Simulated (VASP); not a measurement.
Here is a VASP 6.6.1 calculation.

Contents of INCAR:

```
  PREC = Accurate
  ENCUT = 520
  EDIFF = 1E-6
  ISMEAR = -1
  SIGMA = 0.03
  LREAL = F
  LASPH = T
  NELM = 100
  ALGO = Normal
  ISIF = 2
  LWAVE = F
  LCHARG = F
  GGA = PE
  NBANDS = 21
```

The input KPOINTS:

```
Automatic mesh
0
Gamma
  9 9 9
```

The input POSCAR:

```
Sn
1.0
    0.0000000000      3.2954075134      3.1482320000
    3.2954075134      0.0000000000      3.1482320000
    3.2954075134      3.2954075134      0.0000000000
Sn
2
Direct
    0.5000000000      0.5000000000      0.5000000000
    0.7500000000      0.7500000000      0.7500000000
```

Potentials or basis: VASP PAW PBE potentials, release 64 (Sn_d).

Command:

```console
$ cat potpaw_PBE.64/Sn_d/POTCAR > POTCAR
$ mpirun -np 1 vasp_std > vasp.out
```

Problem. Predict the band gap on the k mesh.

Solution. Zero (filled and empty bands overlap).

Problem. What does it give for the pressure?

Solution. 3.1 GPa.

Stress tensor (GPa, compression positive):
```
2.73 0.00 0.00
0.00 2.73 0.00
0.00 0.00 3.95
```

Caveat: spin-orbit coupling is left out, which moves the levels of the heavy elements.
